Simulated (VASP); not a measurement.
Set up this calculation in VASP 6.6.1, as the native input.

- Task: single point
- Functional: PBE
- Potentials or basis: VASP PAW PBE potentials, release 64 (W_sv)
- Cutoff: 520 eV
- k mesh: 21 × 21 × 21
- Occupations: fermi-dirac, width 0.0612256 eV
- Spin: no spin polarisation
- Dipole correction: no
- Further INCAR settings: ALGO = Normal; EDIFF = 1e-06; NBANDS = 13

The structure of W lies in POSCAR:

```
W
1.0
    2.6767568254      0.0000000000      0.0000000000
    0.0000000000      2.6767568254      0.0000000000
    0.0000000000      0.0000000000      2.6767568254
W
1
Direct
    0.0000000000      0.0000000000      0.0000000000
```

The input as run:

INCAR

```
SYSTEM = W
PREC = Accurate
ENCUT = 520
EDIFF = 1E-6
ISMEAR = -1
SIGMA = 0.06122561905347299
LREAL = .False.
LASPH = .True.
NELM = 60
ALGO = Normal
ISIF = 2
LWAVE = .False.
LCHARG = .False.
GGA = PE
NBANDS = 13
```

KPOINTS

```
regular mesh
0
Gamma
  21 21 21
  0 0 0
```

Potentials or basis: VASP PAW PBE potentials, release 64 (W_sv).

The run is started by

```console
$ cat potpaw_PBE.64/W_sv/POTCAR > POTCAR
$ mpirun -np 1 vasp_std > vasp.out
```

Results of the run:

- Pressure: -8.2 GPa
- Band gap on the k mesh: zero (band 7 reaches 10.55 eV, above the bottom of band 8 at 7.86 eV)

Caveat: spin-orbit coupling is left out, which moves the levels of the heavy elements.

Wall time 16 s on 1 thread of Intel(R) Xeon(R) 6975P-C (Granite Rapids) (shared host), peak memory 0.18 GiB.
